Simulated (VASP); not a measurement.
# MgO (Fm-3m) in VASP: notebook

MgO is run at these levels: PBE-based screened hybrid; tasks: single point.

Everything below comes from runs of VASP 6.6.1. Logs are shortened: lines on timing, memory, paths and dates and some standing lists are left out, and cuts for length are marked.

## Step 1: The cell of the first run

It takes space group Fm-3m (No. 225, cubic). The conventional cell has a = 4.204 Å, b = 4.204 Å, c = 4.204 Å, α = 90.00°, β = 90.00°, γ = 90.00°. Within 2.8 Å of Mg (site symmetry m-3m) lie 6 O at 2.10 Å. Within 2.8 Å of O (site symmetry m-3m) lie 6 Mg at 2.10 Å.

## Step 2: Single point, PBE-based screened hybrid

Contents of POSCAR:

```
MgO
1.0
    0.0000000000      2.1021674158      2.1021674158
    2.1021674158      0.0000000000      2.1021674158
    2.1021674158      2.1021674158      0.0000000000
Mg O
1 1
Direct
    0.0000000000      0.0000000000      0.0000000000
    0.5000000000      0.5000000000      0.5000000000
```

Contents of INCAR.step1:

```
PREC = Accurate
ENCUT = 520
EDIFF = 1E-5
ISMEAR = 0
SIGMA = 0.01
LREAL = False
LASPH = True
NELM = 80
ALGO = Normal
ISIF = 2
LWAVE = True
NBANDS = 11
GGA = PE
```

Contents of INCAR.step2:

```
PREC = Accurate
ENCUT = 520
EDIFF = 1E-7
ISMEAR = 0
SIGMA = 0.01
LREAL = False
LASPH = True
NELM = 80
ALGO = Normal
ISIF = 2
LWAVE = False
LCHARG = True
GGA = PE
LHFCALC = True
AEXX = 0.2
HFSCREEN = 0.1
PRECFOCK = Normal
LELF = True
LVHAR = True
NBANDS = 11
ISTART = 1
```

Contents of KPOINTS:

```
regular mesh
0
Gamma
  6 6 6
```

Potentials or basis: VASP PAW PBE potentials, release 64 (Mg, O).

Launch:

```bash
> cat potpaw_PBE.64/Mg/POTCAR potpaw_PBE.64/O/POTCAR > POTCAR
> cp INCAR.step1 INCAR
> mpirun -np 1 vasp_std > vasp.out
> cp INCAR.step2 INCAR
> mpirun -np 1 vasp_std > vasp.out
```

OUTCAR:

```text
PREC = Accurate
   ENCUT = 520
   EDIFF = 1E-7
   ISMEAR = 0
   LREAL = False
   LASPH = True
   NELM = 80
   ISIF = 2
   GGA = PE
   LHFCALC = True
   AEXX = 0.2
   HFSCREEN = 0.1
   PRECFOCK = Normal
   ISTART = 1

 ion  position               nearest neighbor table
   1  0.000  0.000  0.000-   2 2.10   2 2.10   2 2.10   2 2.10   2 2.10   2 2.10
   2  0.500  0.500  0.500-   1 2.10   1 2.10   1 2.10   1 2.10   1 2.10   1 2.10

  LATTYP: Found a face centered cubic cell.
 ALAT       =     4.2043348316

  Lattice vectors:

 A1 = (   0.0000000000,   2.1021674158,   2.1021674158)
 A2 = (   2.1021674158,   0.0000000000,   2.1021674158)
 A3 = (   2.1021674158,   2.1021674158,   0.0000000000)

Analysis of symmetry for initial positions (statically):
=====================================================================
 Subroutine PRICEL returns:
 Original cell was already a primitive cell.

 Routine SETGRP: Setting up the symmetry group for a
 face centered cubic supercell.

 Subroutine GETGRP returns: Found 48 space group operations
 (whereof 48 operations were pure point group operations)
 out of a pool of 48 trial point group operations.

The static configuration has the point symmetry O_h .

Analysis of symmetry for dynamics (positions and initial velocities):
=====================================================================
 Subroutine PRICEL returns:
 Original cell was already a primitive cell.

 Routine SETGRP: Setting up the symmetry group for a
 face centered cubic supercell.

 Subroutine GETGRP returns: Found 48 space group operations
 (whereof 48 operations were pure point group operations)
 out of a pool of 48 trial point group operations.

The dynamic configuration has the point symmetry O_h .

 Subroutine INISYM returns: Found 48 space group operations
 (whereof 48 operations are pure point group operations),
 and found     1 'primitive' translations

----------------------------------------------------------------------------------------

                                     Primitive cell

  volume of cell :      18.5794

  direct lattice vectors                    reciprocal lattice vectors
     0.000000000  2.102167416  2.102167416    -0.237849753  0.237849753  0.237849753
     2.102167416  0.000000000  2.102167416     0.237849753 -0.237849753  0.237849753
     2.102167416  2.102167416  0.000000000     0.237849753  0.237849753 -0.237849753

  length of vectors
     2.972913670  2.972913670  2.972913670     0.411967856  0.411967856  0.411967856

  position of ions in fractional coordinates (direct lattice)
     0.000000000  0.000000000  0.000000000
     0.500000000  0.500000000  0.500000000

  ion indices of the primitive-cell ions
   primitive index   ion index
                 1           1
                 2           2

----------------------------------------------------------------------------------------

 KPOINTS: regular mesh

Automatic generation of k-mesh.
 Grid dimensions read from file:
 generate k-points for:    6    6    6

 Generating k-lattice:

  Cartesian coordinates                     Fractional coordinates (reciprocal lattice)
    -0.039641625  0.039641625  0.039641625     0.166666667  0.000000000  0.000000000
     0.039641625 -0.039641625  0.039641625     0.000000000  0.166666667  0.000000000
     0.039641625  0.039641625 -0.039641625     0.000000000  0.000000000  0.166666667

  Length of vectors
     0.068661309  0.068661309  0.068661309

  Shift w.r.t. Gamma in fractional coordinates (k-lattice)
     0.000000000  0.000000000  0.000000000

 Subroutine IBZKPT returns following result:
 ===========================================

 Found     16 irreducible k-points:

 Following reciprocal coordinates:
            Coordinates               Weight
  0.000000  0.000000  0.000000      1.000000
  0.166667  0.000000  0.000000      8.000000
  0.333333  0.000000  0.000000      8.000000
  0.500000  0.000000  0.000000      4.000000
  0.166667  0.166667  0.000000      6.000000
  0.333333  0.166667  0.000000     24.000000
[... 8 lines left out ...]
 -0.333333  0.333333  0.166667     24.000000
 -0.333333  0.500000  0.166667     12.000000
   k-points           NKPTS =     16   k-points in BZ     NKDIM =    216   number of bands    NBANDS=     11
   number of dos      NEDOS =    301   number of ions     NIONS =      2
   total plane-waves  NPLWV =  13824
   dimension x,y,z NGX =    24 NGY =   24 NGZ =   24
   dimension x,y,z NGXF=    48 NGYF=   48 NGZF=   48
   ions per type =               1   1
   NGX,Y,Z   is equivalent  to a cutoff of  13.42, 13.42, 13.42 a.u.
   NGXF,Y,Z  is equivalent  to a cutoff of  26.84, 26.84, 26.84 a.u.
 SYSTEM =  unknown system
   PREC   = accura    normal or accurate (medium, high low for compatibility)
   ISTART =      1    job   : 0-new  1-cont  2-samecut
   ICHARG =      0    charge: 1-file 2-atom 10-const
   ISPIN  =      1    spin polarized calculation?
   LNONCOLLINEAR =      F non collinear calculations
   LSORBIT =      F    spin-orbit coupling
   LASPH  =      T    aspherical Exc in radial PAW
   ENCUT  =  520.0 eV  38.22 Ry    6.18 a.u.   5.53  5.53  5.53*2*pi/ulx,y,z
   NELM   =     80;   NELMIN=  2; NELMDL=  0     # of ELM steps
   EDIFF  = 0.1E-06   stopping-criterion for ELM
   LREAL  =      F    real-space projection
   EDIFFG = 0.1E-05   stopping-criterion for IOM
   NSW    =      0    number of steps for IOM
   IBRION =     -1    ionic relax: 0-MD 1-quasi-New 2-CG
   NFREE  =      0    steps in history (QN), initial steepest desc. (CG)
   ISIF   =      2    stress and relaxation
   ISYM   =      3    0-nonsym 1-usesym 2-fastsym
   POTIM  = 0.5000    time-step for ionic-motion
   TEBEG  =    0.0;   TEEND  =   0.0 temperature during run
   PSTRESS=    0.0 pullay stress
   NELECT =       8.0000    total number of electrons
   NUPDOWN=      -1.0000    fix difference up-down
   EMIN   =  10.00;   EMAX   =-10.00  energy-range for DOS
   EFERMI =   0.00;   METHOD = LEGACY
   ISMEAR =     0;   SIGMA  =   0.01  broadening in eV -4-tet -1-fermi 0-gaus
   EFERMI_NEDOS =   21; number of points for ismear=-14 and -15
   IALGO  =     38    algorithm
   IMIX   =      1    mixing-type and parameters
     AMIX     =   0.40;   BMIX     =  1.00
     AMIX_MAG =   1.60;   BMIX_MAG =  1.00
  volume/ion in A,a.u.               =       9.29        62.69
  Fermi-wavevector in a.u.,A,eV,Ry     =   1.236216  2.336109 20.792816  1.528229
  Thomas-Fermi vector in A             =   2.370833
   LORBIT       =      0    0 simple, 1 ext, 2 COOP (PROOUT), +10 PAW based schemes
   GGA     = PE    functional components
   LHFCALC =     T    Hartree Fock is set to
   PRECFOCK=normal    Normal, Fast or Accurate (Low or Medium for compatibility)
   ENCUT4O =  -1.0   cutoff for four orbital integrals eV
   NKREDX  =     1    reduce k-point grid by
   NKREDY  =     1    reduce k-point grid by
   NKREDZ  =     1    reduce k-point grid by
   AEXX    =    0.2000 exact exchange contribution
   HFSCREEN=    0.1000 screening length (either q_TF or 0.3 A-1)
   HFSCREENC=   0.1000 screening length for correlation (either q_TF or 0.3 A-1)
   ENCUTFOCK=  -1.0 apply spherical cutoff to Coloumb kernel
   IVDW    =     0    specifies the selected vdW correction
   LEPSILON=     F    determine dielectric tensor
   LRPA    =     F    only Hartree local field effects (RPA)
 non-spin polarized calculation
 Gauss-broadening in eV      SIGMA  =   0.01
  energy-cutoff  :      520.00
  volume of cell :       18.58
 maximum number of plane-waves:       531
 NGX is ok and might be reduce to    24
  NGX = 18; NGY = 18; NGZ = 18

 number of electron       8.0000004 magnetization

 Free energy of the ion-electron system (eV)
  ---------------------------------------------------
  ext. energy  EPLUGINS =         0.00000000
  ---------------------------------------------------
  free energy    TOTEN  =       -13.98111146 eV

  energy without entropy =      -13.98111146  energy(sigma->0) =      -13.98111146

 E-fermi :   2.1696     XC(G=0):  -9.3590

 val. band max:        2.0719154173   @ k =   0.0000   0.0000   0.0000
 cond. band min:       8.5030960390   @ k =   0.0000   0.0000   0.0000
 fundamental gap:      6.4311806217
 Fermi energy:         2.1695952594

 k-point     1 :       0.0000    0.0000    0.0000
  band No.  band energies     occupation
      1     -16.4919      2.00000
      2       2.0719      2.00000
      3       2.0719      2.00000
      4       2.0719      2.00000
      5       8.5031      0.00000
      6      19.7701      0.00000
      7      19.7701      0.00000
      8      19.7701      0.00000
      9      23.6957      0.00000
     10      25.6288      0.00000
     11      25.6288      0.00000

 k-point     2 :       0.1667    0.0000    0.0000
  band No.  band energies     occupation
      1     -16.1939      2.00000
      2       0.5037      2.00000
      3       1.8818      2.00000
      4       1.8818      2.00000
      5       9.9695      0.00000
      6      17.4155      0.00000
      7      20.3785      0.00000
      8      20.3785      0.00000
      9      24.3498      0.00000
     10      24.3498      0.00000
     11      26.4808      0.00000

 k-point     3 :       0.3333    0.0000    0.0000
  band No.  band energies     occupation
      1     -15.5247      2.00000
      2      -1.8231      2.00000
      3       1.5266      2.00000
      4       1.5266      2.00000
      5      11.5219      0.00000
      6      16.4197      0.00000
      7      20.6224      0.00000
      8      20.6224      0.00000
      9      25.0981      0.00000
     10      25.0981      0.00000
     11      25.6467      0.00000
[... 155 lines left out ...]
 k-point    15 :      -0.3333    0.3333    0.1667
  band No.  band energies     occupation
      1     -14.8980      2.00000
      2      -1.7538      2.00000
      3      -0.5659      2.00000
      4       0.7074      2.00000
      5      14.5318      0.00000
      6      16.0354      0.00000
      7      16.7872      0.00000
      8      20.6730      0.00000
      9      24.9664      0.00000
     10      26.2867      0.00000
     11      32.1585      0.00000

 k-point    16 :      -0.3333    0.5000    0.1667
  band No.  band energies     occupation
      1     -14.8255      2.00000
      2      -1.7351      2.00000
      3      -0.3291      2.00000
      4       0.2829      2.00000
      5      14.4341      0.00000
      6      15.4321      0.00000
      7      16.6252      0.00000
      8      20.7102      0.00000
      9      24.5206      0.00000
     10      28.8973      0.00000
     11      30.5792      0.00000

------------------------ aborting loop because EDIFF is reached ----------------------------------------

  FORCE on cell =-STRESS in cart. coord.  units (eV):
  Direction    XX          YY          ZZ          XY          YZ          ZX
  --------------------------------------------------------------------------------------
  -------------------------------------------------------------------------------------
  Total        0.0365498      0.0365498      0.0365498      0.0000000      0.0000000     -0.0000000
  in kB        3.1518326      3.1518326      3.1518326      0.0000000      0.0000000     -0.0000000
  external PRESSURE =       3.1518326 kB  Pullay stress =       0.0000000 kB

 VOLUME and BASIS-vectors are now :
 -----------------------------------------------------------------------------
  energy-cutoff  :      520.00
  volume of cell :       18.58
      direct lattice vectors                 reciprocal lattice vectors
     0.000000000  2.102167416  2.102167416    -0.237849753  0.237849753  0.237849753
     2.102167416  0.000000000  2.102167416     0.237849753 -0.237849753  0.237849753
     2.102167416  2.102167416  0.000000000     0.237849753  0.237849753 -0.237849753

 POSITION                                       TOTAL-FORCE (eV/Angst)
 -----------------------------------------------------------------------------------
      0.00000      0.00000      0.00000        -0.000000     -0.000000      0.000000
      2.10217      2.10217      2.10217         0.000000      0.000000     -0.000000
 -----------------------------------------------------------------------------------
    total drift:                                0.000143      0.000151      0.000154

  FREE ENERGIE OF THE ION-ELECTRON SYSTEM (eV)
  ---------------------------------------------------
  free  energy   TOTEN  =       -13.9811114637 eV

  energy  without entropy=      -13.9811114637  energy(sigma->0) =      -13.98111146
```

Wall time 6.4 min (1 thread of Intel Xeon Platinum 8488C (Sapphire Rapids), shared host); peak memory 0.25 GiB.

What came out:

```yaml
Free_energy: -13.9811 eV
Pressure: 0.3 GPa
Band_gap_on_the_k_mesh: 6.43 eV, direct
```

Caveat: the k points lie up to 0.43 Å⁻¹ apart; the PAW data sets were made with another functional, which shifts forces and pressure a little.

## Step 3: Single point, PBE-based screened hybrid

POSCAR is that of step 2.

Contents of INCAR.step1:

```
  PREC = Accurate
  ENCUT = 520
  EDIFF = 1E-5
  ISMEAR = 0
  SIGMA = 0.01
  LREAL = F
  LASPH = T
  NELM = 60
  ALGO = Normal
  ISIF = 2
  LWAVE = T
  LCHARG = F
  GGA = PE
  NBANDS = 11
```

Contents of INCAR.step2:

```
  PREC = Accurate
  ENCUT = 520
  EDIFF = 1E-7
  ISMEAR = 0
  SIGMA = 0.01
  LREAL = F
  LASPH = T
  NELM = 60
  ALGO = Normal
  ISIF = 2
  LWAVE = F
  LCHARG = F
  GGA = PE
  LHFCALC = T
  AEXX = 0.15
  HFSCREEN = 0.1
  PRECFOCK = Normal
  ISTART = 1
  NBANDS = 11
```

Contents of KPOINTS:

```
Automatic mesh
0
Gamma
  6 6 6
```

Potentials or basis: VASP PAW PBE potentials, release 64 (Mg, O).

Launch:

```bash
> cat potpaw_PBE.64/Mg/POTCAR potpaw_PBE.64/O/POTCAR > POTCAR
> cp INCAR.step1 INCAR
> mpirun -np 1 vasp_std > vasp.out
> cp INCAR.step2 INCAR
> mpirun -np 1 vasp_std > vasp.out
```

Run time: 5.9 min. Hardware: 1 thread of Intel Xeon Platinum 8488C (Sapphire Rapids), shared host; peak memory 0.25 GiB.

Results (log left out):

| Quantity | Value |
| --- | --- |
| Free energy | -13.4573 eV |
| Pressure | 1.4 GPa |
| Band gap on the k mesh | 6.01 eV, direct |

Levels at points of the mesh, in eV from the valence-band top:
| k point | band 2 | band 3 | band 4 | band 5 | band 6 | band 7 |
| --- | --- | --- | --- | --- | --- | --- |
| (0.00, 0.00, 0.00) | 0.00 | 0.00 | 0.00 | 6.01 | 17.23 | 17.23 |
| (0.50, 0.00, 0.00) | -4.85 | -0.70 | -0.70 | 9.21 | 14.26 | 17.80 |
| (0.50, 0.50, 0.00) | -4.31 | -1.44 | -1.44 | 10.38 | 11.38 | 14.75 |

Caveat: the k points lie up to 0.43 Å⁻¹ apart; the PAW data sets were made with another functional, which shifts forces and pressure a little.
